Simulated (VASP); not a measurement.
# SnO2 (P4_2/mnm) in VASP: further runs

SnO2 is run at these levels: r2SCAN; tasks: single point.

Program: VASP 6.6.1. These are calculated values, not measurements. Logs are shortened: lines on timing, memory, paths and dates and some standing lists are left out, and cuts for length are marked.

**1. The cell of the first run**

The structure is tetragonal, space group P4_2/mnm (No. 136). Conventional cell: a = 4.578 Å, b = 4.578 Å, c = 3.141 Å, α = 90.00°, β = 90.00°, γ = 90.00°. Within 2.6 Å of Sn (site symmetry mmm) lie 6 O at 1.97 to 2.02 Å. Within 2.6 Å of O (site symmetry m2m) lie 3 Sn at 1.97 to 2.02 Å and 1 O at 2.53 Å.

**2. Single point, r2SCAN**

The input, POSCAR:

```
SnO2
1.0
    4.5779097405      0.0000000000      0.0000000000
    0.0000000000      4.5779097405      0.0000000000
    0.0000000000      0.0000000000      3.1413492204
Sn O
2 4
Direct
    0.5000000000      0.5000000000      0.5000000000
    0.0000000000      0.0000000000      0.0000000000
    0.1950536439      0.8049463561      0.5000000000
    0.8049463561      0.1950536439      0.5000000000
    0.3049463561      0.3049463561      0.0000000000
    0.6950536439      0.6950536439      0.0000000000
```

The input, INCAR.step1:

```
PREC = Accurate ; ENCUT = 520
ISMEAR = 0 ; SIGMA = 0.02
LREAL = F ; LASPH = T
NELM = 60 ; NBANDS = 35
GGA = PE ; ALGO = Normal
EDIFF = 1E-4 ; LWAVE = T
LCHARG = F
```

The input, INCAR.step2:

```
PREC = Accurate ; ENCUT = 520
EDIFF = 1E-6 ; ISMEAR = 0
SIGMA = 0.02 ; LREAL = F
LASPH = T ; NELM = 60
ALGO = Normal ; ISIF = 2
LWAVE = F ; LCHARG = F
METAGGA = R2SCAN ; LMIXTAU = T
NBANDS = 35 ; ISTART = 1
```

The input, KPOINTS:

```
Automatic mesh
0
Gamma
  6 6 8
```

Potentials or basis: VASP PAW PBE potentials, release 64 (Sn_d, O).

Launch:

```console
> cat potpaw_PBE.64/Sn_d/POTCAR potpaw_PBE.64/O/POTCAR > POTCAR
> cp INCAR.step1 INCAR
> mpirun -np 1 vasp_std > vasp.out
> cp INCAR.step2 INCAR
> mpirun -np 1 vasp_std > vasp.out
```

OUTCAR:

```text
PREC = Accurate
   ENCUT = 520
   EDIFF = 1E-6
   ISMEAR = 0
   LREAL = F
   LASPH = T
   NELM = 60
   ISIF = 2
   METAGGA = R2SCAN
   ISTART = 1

 ion  position               nearest neighbor table
   1  0.500  0.500  0.500-   3 1.97   4 1.97   5 2.02   6 2.02   5 2.02   6 2.02   2 3.60   2 3.60
                             2 3.60   2 3.60   2 3.60   2 3.60   2 3.60   2 3.60
   2  0.000  0.000  0.000-   5 1.97   6 1.97   3 2.02   4 2.02   3 2.02   4 2.02   1 3.60   1 3.60
                             1 3.60   1 3.60   1 3.60   1 3.60   1 3.60   1 3.60
   3  0.195  0.805  0.500-   1 1.97   2 2.02   2 2.02
   4  0.805  0.195  0.500-   1 1.97   2 2.02   2 2.02
   5  0.305  0.305  0.000-   2 1.97   1 2.02   1 2.02
   6  0.695  0.695  0.000-   2 1.97   1 2.02   1 2.02

  LATTYP: Found a simple tetragonal cell.
 ALAT       =     4.5779097405
 C/A-ratio  =     0.6861972818

  Lattice vectors:

 A1 = (   4.5779097405,   0.0000000000,   0.0000000000)
 A2 = (   0.0000000000,   4.5779097405,   0.0000000000)
 A3 = (   0.0000000000,   0.0000000000,   3.1413492204)

Analysis of symmetry for initial positions (statically):
=====================================================================
 Subroutine PRICEL returns:
 Original cell was already a primitive cell.

 Routine SETGRP: Setting up the symmetry group for a
 simple tetragonal supercell.

 Subroutine GETGRP returns: Found 16 space group operations
 (whereof  8 operations were pure point group operations)
 out of a pool of 16 trial point group operations.

The static configuration has the point symmetry D_2h.
 The point group associated with its full space group is D_4h.

Analysis of symmetry for dynamics (positions and initial velocities):
=====================================================================
 Subroutine PRICEL returns:
 Original cell was already a primitive cell.

 Routine SETGRP: Setting up the symmetry group for a
 simple tetragonal supercell.

 Subroutine GETGRP returns: Found 16 space group operations
 (whereof  8 operations were pure point group operations)
 out of a pool of 16 trial point group operations.

The dynamic configuration has the point symmetry D_2h.
 The point group associated with its full space group is D_4h.

 Subroutine INISYM returns: Found 16 space group operations
 (whereof  8 operations are pure point group operations),
 and found     1 'primitive' translations

----------------------------------------------------------------------------------------

                                     Primitive cell

  volume of cell :      65.8341

  direct lattice vectors                    reciprocal lattice vectors
     4.577909740  0.000000000  0.000000000     0.218440305  0.000000000  0.000000000
     0.000000000  4.577909740  0.000000000     0.000000000  0.218440305  0.000000000
     0.000000000  0.000000000  3.141349220     0.000000000  0.000000000  0.318334553

  length of vectors
     4.577909740  4.577909740  3.141349220     0.218440305  0.218440305  0.318334553

  position of ions in fractional coordinates (direct lattice)
     0.500000000  0.500000000  0.500000000
     0.000000000  0.000000000  0.000000000
     0.195053644  0.804946356  0.500000000
     0.804946356  0.195053644  0.500000000
     0.304946356  0.304946356  0.000000000
     0.695053644  0.695053644  0.000000000

  ion indices of the primitive-cell ions
   primitive index   ion index
                 1           1
                 2           2
                 3           3
                 4           4
                 5           5
                 6           6

----------------------------------------------------------------------------------------

 KPOINTS: Automatic mesh

Automatic generation of k-mesh.
 Grid dimensions read from file:
 generate k-points for:    6    6    8

 Generating k-lattice:

  Cartesian coordinates                     Fractional coordinates (reciprocal lattice)
     0.036406718  0.000000000  0.000000000     0.166666667  0.000000000  0.000000000
     0.000000000  0.036406718  0.000000000     0.000000000  0.166666667  0.000000000
     0.000000000  0.000000000  0.039791819     0.000000000  0.000000000  0.125000000

  Length of vectors
     0.036406718  0.036406718  0.039791819

  Shift w.r.t. Gamma in fractional coordinates (k-lattice)
     0.000000000  0.000000000  0.000000000

 Subroutine IBZKPT returns following result:
 ===========================================

 Found     50 irreducible k-points:

 Following reciprocal coordinates:
            Coordinates               Weight
  0.000000  0.000000  0.000000      1.000000
  0.166667  0.000000  0.000000      4.000000
  0.333333  0.000000  0.000000      4.000000
  0.500000  0.000000  0.000000      2.000000
  0.166667  0.166667  0.000000      4.000000
  0.333333  0.166667  0.000000      8.000000
[... 16 lines left out ...]
  0.333333  0.000000  0.250000      8.000000
  0.500000  0.000000  0.250000      4.000000
 [... further k-points ...]
   k-points           NKPTS =     50   k-points in BZ     NKDIM =     50   number of bands    NBANDS=     35
   number of dos      NEDOS =    301   number of ions     NIONS =      6
   total plane-waves  NPLWV =  31104
   dimension x,y,z NGX =    36 NGY =   36 NGZ =   24
   dimension x,y,z NGXF=    72 NGYF=   72 NGZF=   48
   ions per type =               2   4
   NGX,Y,Z   is equivalent  to a cutoff of  13.07, 13.07, 12.70 a.u.
   NGXF,Y,Z  is equivalent  to a cutoff of  26.15, 26.15, 25.40 a.u.
 SYSTEM =  unknown system
   PREC   = accura    normal or accurate (medium, high low for compatibility)
   ISTART =      1    job   : 0-new  1-cont  2-samecut
   ICHARG =      0    charge: 1-file 2-atom 10-const
   ISPIN  =      1    spin polarized calculation?
   LNONCOLLINEAR =      F non collinear calculations
   LSORBIT =      F    spin-orbit coupling
   LASPH  =      T    aspherical Exc in radial PAW
   ENCUT  =  520.0 eV  38.22 Ry    6.18 a.u.   8.51  8.51  5.84*2*pi/ulx,y,z
   NELM   =     60;   NELMIN=  2; NELMDL=  0     # of ELM steps
   EDIFF  = 0.1E-05   stopping-criterion for ELM
   LREAL  =      F    real-space projection
   EDIFFG = 0.1E-04   stopping-criterion for IOM
   NSW    =      0    number of steps for IOM
   IBRION =     -1    ionic relax: 0-MD 1-quasi-New 2-CG
   NFREE  =      0    steps in history (QN), initial steepest desc. (CG)
   ISIF   =      2    stress and relaxation
   ISYM   =      2    0-nonsym 1-usesym 2-fastsym
   POTIM  = 0.5000    time-step for ionic-motion
   TEBEG  =    0.0;   TEEND  =   0.0 temperature during run
   PSTRESS=    0.0 pullay stress
   NELECT =      52.0000    total number of electrons
   NUPDOWN=      -1.0000    fix difference up-down
   EMIN   =  10.00;   EMAX   =-10.00  energy-range for DOS
   EFERMI =   0.00;   METHOD = LEGACY
   ISMEAR =     0;   SIGMA  =   0.02  broadening in eV -4-tet -1-fermi 0-gaus
   EFERMI_NEDOS =   21; number of points for ismear=-14 and -15
   IALGO  =     38    algorithm
   IMIX   =      4    mixing-type and parameters
     AMIX     =   0.40;   BMIX     =  1.00
     AMIX_MAG =   1.60;   BMIX_MAG =  1.00
  volume/ion in A,a.u.               =      10.97        74.05
  Fermi-wavevector in a.u.,A,eV,Ry     =   1.513302  2.859727 31.158487  2.290084
  Thomas-Fermi vector in A             =   2.623112
   LORBIT       =      0    0 simple, 1 ext, 2 COOP (PROOUT), +10 PAW based schemes
   METAGGA = R2SCAN    functional components
   LHFCALC =     F    Hartree Fock is set to
   AEXX    =    0.0000 exact exchange contribution
   IVDW    =     0    specifies the selected vdW correction
   LEPSILON=     F    determine dielectric tensor
   LRPA    =     F    only Hartree local field effects (RPA)
 non-spin polarized calculation
 Gauss-broadening in eV      SIGMA  =   0.02
  energy-cutoff  :      520.00
  volume of cell :       65.83
 maximum number of plane-waves:      1796
 NGX is ok and might be reduce to    36
   NGX = 17   NGY = 17   NGZ = 11

 number of electron      52.0000020 magnetization

 Free energy of the ion-electron system (eV)
  ---------------------------------------------------
  ext. energy  EPLUGINS =         0.00000000
  ---------------------------------------------------
  free energy    TOTEN  =       -84.08865666 eV

  energy without entropy =      -84.08865666  energy(sigma->0) =      -84.08865666

 E-fermi :   6.9125     XC(G=0): -12.5423

 val. band max:        6.7270952463   @ k =   0.0000   0.0000   0.0000
 cond. band min:       9.6864284805   @ k =   0.0000   0.0000   0.0000
 fundamental gap:      2.9593332342
 Fermi energy:         6.9125044347

 k-point     1 :       0.0000    0.0000    0.0000
  band No.  band energies     occupation
      1     -15.2310      2.00000
      2     -14.2033      2.00000
      3     -13.6894      2.00000
      4     -13.5427      2.00000
      5     -13.5427      2.00000
      6     -13.5119      2.00000
[... 27 lines left out ...]
     34      21.2097      0.00000
     35      21.3059      0.00000

 k-point     2 :       0.1667    0.0000    0.0000
  band No.  band energies     occupation
      1     -15.1722      2.00000
      2     -14.1823      2.00000
      3     -13.8143      2.00000
      4     -13.5400      2.00000
      5     -13.5398      2.00000
      6     -13.5224      2.00000
[... 27 lines left out ...]
     34      21.1066      0.00000
     35      21.1626      0.00000

 k-point     3 :       0.3333    0.0000    0.0000
  band No.  band energies     occupation
      1     -14.9976      2.00000
      2     -14.3765      2.00000
      3     -13.8096      2.00000
      4     -13.5619      2.00000
      5     -13.5341      2.00000
      6     -13.5338      2.00000
[... 27 lines left out ...]
     34      20.7536      0.00000
     35      20.8781      0.00000
[... 723 lines left out ...]
 k-point    23 :       0.3333    0.0000    0.2500
  band No.  band energies     occupation
      1     -14.8669      2.00000
      2     -14.6455      2.00000
      3     -14.1058      2.00000
      4     -13.7077      2.00000
      5     -13.4363      2.00000
      6     -13.3741      2.00000
[... 27 lines left out ...]
     34      20.6049      0.00000
     35      20.7086      0.00000

 k-point    24 :       0.5000    0.0000    0.2500
  band No.  band energies     occupation
      1     -14.7853      2.00000
      2     -14.7853      2.00000
      3     -13.9091      2.00000
      4     -13.9091      2.00000
      5     -13.3775      2.00000
      6     -13.3775      2.00000
[... 27 lines left out ...]
     34      20.6206      0.00000
     35      21.1078      0.00000

 [... further k-points ...]
[... 5 lines left out ...]
  --------------------------------------------------------------------------------------
  -------------------------------------------------------------------------------------
  Total       10.9068210     10.9068210     11.0994396     -0.0000000      0.0000000      0.0000000
  in kB      265.4349449    265.4349449    270.1226264     -0.0000000      0.0000000      0.0000000
  external PRESSURE =     266.9975054 kB  Pullay stress =       0.0000000 kB

 VOLUME and BASIS-vectors are now :
 -----------------------------------------------------------------------------
  energy-cutoff  :      520.00
  volume of cell :       65.83
      direct lattice vectors                 reciprocal lattice vectors
     4.577909740  0.000000000  0.000000000     0.218440305  0.000000000  0.000000000
     0.000000000  4.577909740  0.000000000     0.000000000  0.218440305  0.000000000
     0.000000000  0.000000000  3.141349220     0.000000000  0.000000000  0.318334553

 POSITION                                       TOTAL-FORCE (eV/Angst)
 -----------------------------------------------------------------------------------
      2.28895      2.28895      1.57067        -0.000000     -0.000000      0.000000
      0.00000      0.00000      0.00000        -0.000000     -0.000000      0.000000
      0.89294      3.68497      1.57067         0.010882     -0.010882      0.000000
      3.68497      0.89294      1.57067        -0.010882      0.010882     -0.000000
      1.39602      1.39602      0.00000        -0.010882     -0.010882      0.000000
      3.18189      3.18189      0.00000         0.010882      0.010882     -0.000000
 -----------------------------------------------------------------------------------
    total drift:                                0.000000      0.000000      0.000000

  FREE ENERGIE OF THE ION-ELECTRON SYSTEM (eV)
  ---------------------------------------------------
  free  energy   TOTEN  =       -84.0886566580 eV

  energy  without entropy=      -84.0886566580  energy(sigma->0) =      -84.08865666
```

Run time: 4.1 min. Hardware: 1 thread of Intel Xeon Platinum 8488C (Sapphire Rapids), shared host; peak memory 0.24 GiB.

What came out:

- Free energy: -84.0887 eV
- Pressure: 26.7 GPa
- Largest force: 0.015 eV/Å
- Band gap on the k mesh: 2.96 eV, direct

Forces in eV/Å, atoms in the order of the input:
```
Sn   0.000  0.000  0.000
Sn   0.000  0.000  0.000
O    0.011 -0.011  0.000
O   -0.011  0.011  0.000
O   -0.011 -0.011  0.000
O    0.011  0.011  0.000
```

Caveat: the PAW data sets were made with another functional, which shifts forces and pressure a little; spin-orbit coupling is left out, which moves the levels of the heavy elements.

**3. Single point, r2SCAN**

POSCAR is that of step 2.

The input, INCAR.step1:

```
SYSTEM = SnO2
PREC     = Accurate       ! precision mode
ENCUT    = 520            ! plane-wave cutoff, eV
ISMEAR   = 0              ! smearing method
SIGMA    = 0.02           ! smearing width, eV
LREAL    = .FALSE.        ! projectors in reciprocal space
LASPH    = .TRUE.         ! aspherical terms in the spheres
NELM     = 100            ! most SCF steps
NBANDS   = 35             ! bands
GGA      = PE             ! functional
ALGO     = Normal         ! electronic algorithm
EDIFF    = 1E-4           ! SCF threshold, eV
LWAVE    = .TRUE.         ! write WAVECAR
LCHARG   = .FALSE.        ! write CHGCAR
```

The input, INCAR.step2:

```
SYSTEM = SnO2
PREC     = Accurate       ! precision mode
ENCUT    = 520            ! plane-wave cutoff, eV
EDIFF    = 1E-6           ! SCF threshold, eV
ISMEAR   = 0              ! smearing method
SIGMA    = 0.02           ! smearing width, eV
LREAL    = .FALSE.        ! projectors in reciprocal space
LASPH    = .TRUE.         ! aspherical terms in the spheres
NELM     = 100            ! most SCF steps
ALGO     = Normal         ! electronic algorithm
ISIF     = 2              ! what is computed and relaxed
LWAVE    = .FALSE.        ! write WAVECAR
LCHARG   = .FALSE.        ! write CHGCAR
METAGGA  = R2SCAN         ! meta-GGA
LMIXTAU  = .TRUE.       
NBANDS   = 35             ! bands
ISTART   = 1
```

The input, KPOINTS:

```
regular mesh
0
G
  6 6 8
  0 0 0
```

Potentials or basis: VASP PAW PBE potentials, release 64 (Sn_d, O).

Launch:

```console
> cat potpaw_PBE.64/Sn_d/POTCAR potpaw_PBE.64/O/POTCAR > POTCAR
> cp INCAR.step1 INCAR
> mpirun -np 1 vasp_std > vasp.out
> cp INCAR.step2 INCAR
> mpirun -np 1 vasp_std > vasp.out
```

Run time: 5.7 min. Hardware: 1 thread of Intel Xeon Platinum 8488C (Sapphire Rapids), shared host; peak memory 0.24 GiB.

The run converged. Its results:

```yaml
Free_energy: -84.0887 eV
Pressure: 26.7 GPa
Largest_force: 0.015 eV/Å
Band_gap_on_the_k_mesh: 2.96 eV, direct
```

Forces on the atoms (eV/Å):
```
Sn   0.000  0.000  0.000
Sn   0.000  0.000  0.000
O    0.011 -0.011  0.000
O   -0.011  0.011  0.000
O   -0.011 -0.011  0.000
O    0.011  0.011  0.000
```

Stress tensor (GPa, compression positive):
```
26.54  0.00  0.00
 0.00 26.54  0.00
 0.00  0.00 27.01
```

Levels at points of the mesh, in eV from the valence-band top:
```
           k point  band 22  band 23  band 24  band 25  band 26  band 27  band 28  band 29  band 30  band 31
(0.00, 0.00, 0.00)    -1.20    -1.20    -0.84    -0.84     0.00     2.96     7.47     7.47     7.58    11.69
(0.50, 0.00, 0.00)    -2.08    -1.17    -1.17    -0.65    -0.65     6.14     6.14     8.29     8.29    13.18
(0.50, 0.50, 0.00)    -2.20    -1.30    -1.30    -0.97    -0.97     6.60     6.60     8.92     8.92    13.05
(0.00, 0.00, 0.50)    -2.67    -1.94    -1.94    -1.40    -1.40     8.11     8.11    11.32    11.32    12.11
(0.50, 0.00, 0.50)    -1.86    -1.26    -1.26    -0.52    -0.52     8.46     8.46     9.84     9.84    12.73
(0.50, 0.50, 0.50)    -2.20    -1.02    -1.02    -0.93    -0.93     6.62     6.62    10.18    10.18    12.72
```

Caveat: the PAW data sets were made with another functional, which shifts forces and pressure a little; spin-orbit coupling is left out, which moves the levels of the heavy elements. r2SCAN opens gaps a little over a GGA but as a rule still falls short of measured ones.

**4. Single point, r2SCAN**

This run uses another cell than the first one, of 9.44 Å³/atom, 0.861 times its volume.

The input, POSCAR:

```
SnO2
1.0
    4.3061120512      0.0000000000      0.0000000000
    0.0000000000      4.3061120512      0.0000000000
    0.0000000000      0.0000000000      3.0560642077
Sn O
2 4
Direct
    0.5000000000      0.5000000000      0.5000000000
    0.0000000000      0.0000000000      0.0000000000
    0.1941133779      0.8058866221      0.5000000000
    0.8058866221      0.1941133779      0.5000000000
    0.3058866221      0.3058866221      0.0000000000
    0.6941133779      0.6941133779      0.0000000000
```

The input, INCAR.step1:

```
PREC = Accurate ; ENCUT = 520
ISMEAR = 0 ; SIGMA = 0.02
LREAL = False ; LASPH = True
NELM = 60 ; NBANDS = 35
GGA = PE ; ALGO = Normal
EDIFF = 1E-4 ; LWAVE = True
LCHARG = False
```

The input, INCAR.step2:

```
PREC = Accurate ; ENCUT = 520
EDIFF = 1E-7 ; ISMEAR = 0
SIGMA = 0.02 ; LREAL = False
LASPH = True ; NELM = 60
ALGO = Normal ; ISIF = 2
LWAVE = False ; LCHARG = False
METAGGA = R2SCAN ; LMIXTAU = True
NBANDS = 35 ; ISTART = 1
```

The input, KPOINTS:

```
regular mesh
0
Gamma
  6 6 10
```

Launch:

```console
> cat potpaw_PBE.64/Sn_d/POTCAR potpaw_PBE.64/O/POTCAR > POTCAR
> cp INCAR.step1 INCAR
> mpirun -np 1 vasp_std > vasp.out
> cp INCAR.step2 INCAR
> mpirun -np 1 vasp_std > vasp.out
```

Wall time 5.3 min (1 thread of Intel Xeon Platinum 8488C (Sapphire Rapids), shared host); peak memory 0.23 GiB.

Results (log left out):

```
Free energy            : -80.8678 eV
Pressure               : 93.2 GPa
Largest force          : 0.022 eV/Å
Band gap on the k mesh : 5.03 eV, direct
```

Forces on the atoms (eV/Å):
```
Sn   0.000  0.000  0.000
Sn   0.000  0.000  0.000
O    0.015 -0.015  0.000
O   -0.015  0.015  0.000
O   -0.015 -0.015  0.000
O    0.015  0.015  0.000
```

Stress tensor (GPa, compression positive):
```
92.87  0.00  0.00
 0.00 92.87  0.00
 0.00  0.00 93.73
```

Levels at points of the mesh, in eV from the valence-band top:
| k point | band 24 | band 25 | band 26 | band 27 | band 28 | band 29 |
| --- | --- | --- | --- | --- | --- | --- |
| (0.00, 0.00, 0.00) | -0.91 | -0.91 | 0.00 | 5.03 | 8.14 | 8.14 |
| (0.50, 0.00, 0.00) | -1.07 | -0.63 | -0.63 | 8.05 | 8.05 | 9.03 |
| (0.50, 0.50, 0.00) | -1.19 | -0.99 | -0.99 | 8.49 | 8.49 | 10.09 |
| (0.00, 0.00, 0.50) | -2.37 | -1.59 | -1.59 | 10.31 | 10.31 | 12.50 |
| (0.50, 0.00, 0.50) | -1.50 | -0.03 | -0.03 | 10.82 | 10.82 | 11.37 |
| (0.50, 0.50, 0.50) | -1.12 | -1.02 | -1.02 | 8.75 | 8.75 | 10.85 |

Caveat: the PAW data sets were made with another functional, which shifts forces and pressure a little; spin-orbit coupling is left out, which moves the levels of the heavy elements. r2SCAN opens gaps a little over a GGA but as a rule still falls short of measured ones.
